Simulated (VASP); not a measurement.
**Tl: single point with LDA**

Tl:

```
CELL_PARAMETERS angstrom
0.00000 2.54639 2.54639
2.54639 0.00000 2.54639
2.54639 2.54639 0.00000
ATOMIC_POSITIONS crystal
Tl 0.87500 0.87500 0.87500
Tl 0.12500 0.12500 0.12500
```

This isn't the form of Tl at room conditions, which is hcp.

```yaml
Program: VASP 6.6.1
Task: single point
Functional: LDA
Potentials_or_basis: VASP PAW LDA potentials, release 64 (Tl_d)
Cutoff: 520 eV
k_mesh: 10 × 10 × 10
Occupations: fermi-dirac, width 0.1 eV
Spin: no spin polarisation
Dipole_correction: no
k_mesh_for_the_DOS: 15 × 15 × 15
Occupations_for_the_DOS: tetrahedron
Further_INCAR_settings: ALGO = Normal; EDIFF = 1e-07; NBANDS = 20
```

| Property | Result |
| --- | --- |
| Valence electrons inside the program's atomic spheres | Tl 12.63 |

Levels at points of the mesh, in eV from the Fermi level:
| k point | band 10 | band 11 | band 12 | band 13 | band 14 | band 15 | band 16 | band 17 |
| --- | --- | --- | --- | --- | --- | --- | --- | --- |
| (0.00, 0.00, 0.00) | -11.63 | -11.63 | 6.33 | 6.64 | 7.25 | 7.25 | 7.25 | 7.98 |

Run time: 120 s on 1 thread of Oxide Virtual Turin-like Processor (shared host), peak memory 0.14 GiB.

Caveat: spin-orbit coupling is left out, which moves the levels of the heavy elements.
